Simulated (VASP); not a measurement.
Wanted: the native input for a VASP 6.6.1 run.

```
Task                               : single point
Functional                         : r2SCAN0
Potentials or basis                : VASP PAW PBE potentials, release 64 (Si)
Cutoff                             : 520 eV
k mesh                             : 6 × 6 × 6
Occupations                        : gaussian, width 0.01 eV
Spin                               : no spin polarisation
Dipole correction                  : no
Grid for exact exchange (PRECFOCK) : Normal
Further INCAR settings             : ALGO = Normal; EDIFF = 1e-07; NBANDS = 11
Share of exact exchange            : 0.25
```

Crystal: Si.

```
Si
1.0
     0.00000    2.72212    2.72212
     2.72212    0.00000    2.72212
     2.72212    2.72212    0.00000
Si
2
Cartesian
  0.0000 0.0000 0.0000
  1.3611 1.3611 1.3611
```

One way to write it, as run:

POSCAR

```
Si
1.0
    0.0000000000      2.7221188957      2.7221188957
    2.7221188957      0.0000000000      2.7221188957
    2.7221188957      2.7221188957      0.0000000000
Si
2
Direct
    0.0000000000      0.0000000000      0.0000000000
    0.2500000000      0.2500000000      0.2500000000
```

INCAR.step1

```
  PREC = Accurate
  ENCUT = 520
  EDIFF = 1E-5
  ISMEAR = 0
  SIGMA = 0.01
  LREAL = F
  LASPH = T
  NELM = 60
  ALGO = Normal
  ISIF = 2
  LWAVE = T
  NBANDS = 11
  GGA = PE
```

INCAR.step2

```
  PREC = Accurate
  ENCUT = 520
  EDIFF = 1E-7
  ISMEAR = 0
  SIGMA = 0.01
  LREAL = F
  LASPH = T
  NELM = 60
  ALGO = Normal
  ISIF = 2
  LWAVE = F
  LCHARG = T
  METAGGA = R2SCAN
  LHFCALC = T
  AEXX = 0.25
  LMIXTAU = T
  PRECFOCK = Normal
  LELF = T
  LVHAR = T
  NBANDS = 11
  ISTART = 1
```

KPOINTS

```
Automatic mesh
0
Gamma
  6 6 6
```

Potentials or basis: VASP PAW PBE potentials, release 64 (Si).

Launch:

```sh
$ cat potpaw_PBE.64/Si/POTCAR > POTCAR
$ cp INCAR.step1 INCAR
$ mpirun -np 1 vasp_std > vasp.out
$ cp INCAR.step2 INCAR
$ mpirun -np 1 vasp_std > vasp.out
```

It gave:

The pressure is -1.4 GPa and the band gap on the k mesh is 2.08 eV (least direct gap 4.08 eV).

Caveat: the PAW data sets were made with another functional, which shifts forces and pressure a little.

It took 8.7 min on 1 thread of Intel(R) Xeon(R) 6975P-C (Granite Rapids), on a shared host, peak memory 0.18 GiB.
